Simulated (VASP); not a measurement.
Wanted: the native input for a VASP 6.6.1 run.

| Quantity | Value |
| --- | --- |
| Task | single point |
| Functional | PBE |
| Potentials or basis | VASP PAW PBE potentials, release 64 (Ge_d, N) |
| Cutoff | 520 eV |
| k mesh | 4 × 4 × 2 |
| Occupations | gaussian, width 0.1 eV |
| Spin | no spin polarisation |
| Dipole correction | no |
| Further INCAR settings | ALGO = Normal; EDIFF = 1e-06; NBANDS = 48 |

The structure of GeN lies in POSCAR:

```
GeN
1.0
    1.5496351743     -3.8290082295      2.5659710841
    1.5494619110     -3.8291103158     -2.5661286482
    6.1983238264      0.0000114936     -0.0001247110
Ge N
4 4
Direct
    0.9416886090      0.7290906466      0.3322987266
    0.9417204518      0.7291127249      0.8322993479
    0.2708782187      0.0582927594      0.1676975491
    0.2709009169      0.0583151898      0.6677016857
    0.5137492347      0.9888840625      0.3743412974
    0.5137753249      0.9889679625      0.8743185816
    0.0110703791      0.4862202544      0.1256733865
    0.0110828649      0.4862503998      0.6256694252
```

The input as run:

INCAR

```
SYSTEM = GeN
ALGO = Normal ; EDIFF = 1E-6
ENCUT = 520 ; GGA = PE
ISIF = 2 ; ISMEAR = 0
LASPH = .True. ; LCHARG = .False.
LREAL = .False. ; LWAVE = .False.
NBANDS = 48 ; NELM = 80
PREC = Accurate ; SIGMA = 0.1
```

KPOINTS

```
k-points
0
Gamma
  4 4 2
  0 0 0
```

Potentials or basis: VASP PAW PBE potentials, release 64 (Ge_d, N).

Launch:

```bash
$ cat potpaw_PBE.64/Ge_d/POTCAR potpaw_PBE.64/N/POTCAR > POTCAR
$ mpirun -np 1 vasp_std > vasp.out
```

It gave:

```json
{
 "Pressure": "-0.4 GPa",
 "Largest force": "0.027 eV/Å",
 "Band gap on the k mesh": "0.68 eV"
}
```

Caveat: the k points lie up to 0.55 Å⁻¹ apart.

It took 3.8 min on 1 thread of Intel Xeon 8259CL, on a shared host, peak memory 0.28 GiB.
